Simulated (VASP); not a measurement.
Runs of VASP 6.6.1 on Ge. The structure is that of space group I4/mmm (No. 139), or close to it. The cells are those of the table. 

```csv
level,cell,k mesh,screening parameter,gap on the mesh (eV),pressure (GPa)
HSE06,"a = 2.907 Å, angles 113.8, 113.8, 101.1°, 1 atom",6 × 6 × 6,0.2079 1/Å,none,1.5
HSE06,"a = 2.947 Å, angles 113.8, 113.8, 101.1°, 1 atom",7 × 7 × 7,0.2079 1/Å,none,(b)
PBE-based screened hybrid with 25 % exact exchange,"a = 2.947 Å, angles 113.8, 113.8, 101.1°, 1 atom",6 × 6 × 6,0.3 1/Å,none,-0.9
HSE06,"a = 2.947 Å, angles 113.8, 113.8, 101.1°, 1 atom",6 × 6 × 6,0.2079 1/Å,none,(a)
HSE06,"a = 2.887 Å, angles 113.8, 113.8, 101.1°, 1 atom",6 × 6 × 6,0.2079 1/Å,none,3.4
PBEsol-based screened hybrid with 25 % exact exchange,"a = 2.947 Å, angles 113.8, 113.8, 101.1°, 1 atom",6 × 6 × 6,0.207 1/Å,none,-3.4
```

Alike in all rows: task single point; potentials or basis VASP PAW PBE potentials, release 64 (Ge_d); no spin polarisation; cutoff (eV) 520; smearing fermi-dirac 0.05 eV.

Task: Fill in the values left out.

Result: (a) -1.3; (b) -1.2.

Caveats: all runs use coarse meshes; the PAW data sets were made with another functional, which shifts forces and pressure a little.

A k mesh can miss the band edges, and the runs leave out spin-orbit coupling on Ge.

A gap of «none» marks levels without a gap at the run's occupations.
